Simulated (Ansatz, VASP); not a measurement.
## Two plane-wave programs on Sb

INCAR

```
  PREC = Accurate
  ENCUT = 520
  EDIFF = 1E-7
  ISMEAR = 0
  SIGMA = 0.15
  LREAL = False
  LASPH = True
  NELM = 60
  ALGO = Normal
  ISIF = 2
  LWAVE = False
  LCHARG = False
  GGA = PS
  NBANDS = 8
```

Contents of KPOINTS:

```
regular mesh
0
Gamma
  16 16 16
```

POSCAR

```
Sb
1.0
    3.1600000000      0.0000000000      0.0000000000
    0.0000000000      3.1600000000      0.0000000000
    0.0000000000      0.0000000000      3.4128000000
Sb
1
Direct
    0.0000000000      0.0000000000      0.0000000000
```

Input for Ansatz:

```yaml
crystal:
  lattice:
    - [3.16, 0.0, 0.0]
    - [0.0, 3.16, 0.0]
    - [0.0, 0.0, 3.4128]
  atoms:
    - { symbol: Sb, position: [0.0, 0.0, 0.0] }
basis:
  ecutwfc: 420
kpoints:
  mp_grid: { grid: [16, 16, 16] }
hamiltonian:
  xc: pbesol
scf:
  occupations: { method: gaussian, width: 0.15 }
output:
  forces: true
  stress: true
  eigenvalues: true
```

Change from the starting cell: strain +0.000 along x and y, +0.080 along z, atoms carried along.

Alike in both runs: task single point; functional PBEsol; k mesh 16 × 16 × 16; occupations gaussian, width 0.15 eV; no spin polarisation.

|  | VASP | Ansatz |
| --- | --- | --- |
| version | VASP 6.6.1 | Ansatz 0.2.0 |
| potentials or method | VASP PAW PBE potentials, release 64 (Sb), cutoff 520 eV | scalar-relativistic, plane waves, PAW |
| valence electrons in the cell | 5 | 15 |

|  | VASP | Ansatz | Ansatz less VASP |
| --- | --- | --- | --- |
| gap on the k mesh at the Fermi level (eV) | none | none | - |
| pressure (GPa) | -6.8 | -6.8 | -0.01 |
| traceless stress, the component that is largest in VASP (GPa) | -2.80 | -2.78 | +0.022 |

VASP's potentials were made for PBE, not for PBEsol. A gap of «none» marks a metal or a gap that the smearing closes. With one functional, cell and mesh, what is left measures potentials, basis and numerics. VASP's potentials hold 5 valence electrons a cell and Ansatz's 15, so a difference there can come from the potentials and not from the codes.

Spin-orbit coupling is off throughout.
